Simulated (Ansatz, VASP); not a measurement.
## Two plane-wave programs on Sn2GeO3

INCAR

```
SYSTEM = Sn2GeO3
PREC     = Accurate       ! precision mode
ENCUT    = 520            ! plane-wave cutoff, eV
EDIFF    = 1E-6           ! SCF threshold, eV
ISMEAR   = 0              ! smearing method
SIGMA    = 0.1            ! smearing width, eV
LREAL    = .FALSE.        ! projectors in reciprocal space
LASPH    = .TRUE.         ! aspherical terms in the spheres
NELM     = 100            ! most SCF steps
ALGO     = Normal         ! electronic algorithm
ISIF     = 2              ! what is computed and relaxed
LWAVE    = .FALSE.        ! write WAVECAR
LCHARG   = .FALSE.        ! write CHGCAR
GGA      = PE             ! functional
NBANDS   = 72             ! bands
```

The input KPOINTS:

```
regular mesh
0
G
  4 4 2
  0 0 0
```

POSCAR

```
Sn2GeO3
1.0
    3.7901648000      0.0000000000      0.0000000000
    0.0000000000      3.7901648000      0.0000000000
    0.0000000000      0.0000000000     14.7316261000
Sn Ge O
4 2 6
Direct
    0.0000000000      0.0000000000      0.0789740000
    0.0000000000      0.0000000000      0.4041910000
    0.0000000000      0.0000000000      0.7521350000
    0.5000000000      0.5000000000      0.5909760000
    0.5000000000      0.5000000000      0.2571000000
    0.5000000000      0.5000000000      0.9315280000
    0.0000000000      0.5000000000      0.9979800000
    0.0000000000      0.5000000000      0.3234580000
    0.0000000000      0.5000000000      0.6711100000
    0.5000000000      0.0000000000      0.9979800000
    0.5000000000      0.0000000000      0.3234580000
    0.5000000000      0.0000000000      0.6711100000
```

Input for Ansatz:

```yaml
crystal:
  lattice:
    - [3.7901648, 0.0, 0.0]
    - [0.0, 3.7901648, 0.0]
    - [0.0, 0.0, 14.7316261]
  atoms:
    - { symbol: Sn, position: [0.0, 0.0, 0.078974] }
    - { symbol: Sn, position: [0.0, 0.0, 0.404191] }
    - { symbol: Sn, position: [0.0, 0.0, 0.752135] }
    - { symbol: Sn, position: [0.5, 0.5, 0.590976] }
    - { symbol: Ge, position: [0.5, 0.5, 0.2571] }
    - { symbol: Ge, position: [0.5, 0.5, 0.931528] }
    - { symbol: O, position: [0.0, 0.5, 0.99798] }
    - { symbol: O, position: [0.0, 0.5, 0.323458] }
    - { symbol: O, position: [0.0, 0.5, 0.67111] }
    - { symbol: O, position: [0.5, 0.0, 0.99798] }
    - { symbol: O, position: [0.5, 0.0, 0.323458] }
    - { symbol: O, position: [0.5, 0.0, 0.67111] }
basis:
  ecutwfc: 420
kpoints:
  mp_grid: { grid: [4, 4, 2] }
hamiltonian:
  xc: pbe
scf:
  occupations: { method: gaussian, width: 0.1 }
  lower_state_search: "off"
output:
  forces: true
  stress: true
  eigenvalues: true
```

Alike in both runs: task single point; functional PBE; k mesh 4 × 4 × 2; occupations gaussian, width 0.1 eV; no spin polarisation.

|  | VASP | Ansatz |
| --- | --- | --- |
| version | VASP 6.6.1 | Ansatz 0.2.0 |
| potentials or method | VASP PAW PBE potentials, release 64 (Sn_d, Ge_d, O), cutoff 520 eV | scalar-relativistic, plane waves, PAW |
| valence electrons in the cell | 120 | 120 |

VASP gave:

```
gap on the k mesh at the Fermi level (eV) : 0.95
least direct gap on the mesh (eV)         : 1.49
pressure (GPa)                            : 0.3
rms of the force components (eV/Å)        : 0.031
```

Q: Estimate Ansatz's values.

A: gap on the k mesh at the Fermi level (eV): 0.94; least direct gap on the mesh (eV): 1.52; pressure (GPa): 0.1; rms of the force components (eV/Å): 0.004.

Atom by atom the forces differ by 0.031 eV/Å (rms over components).
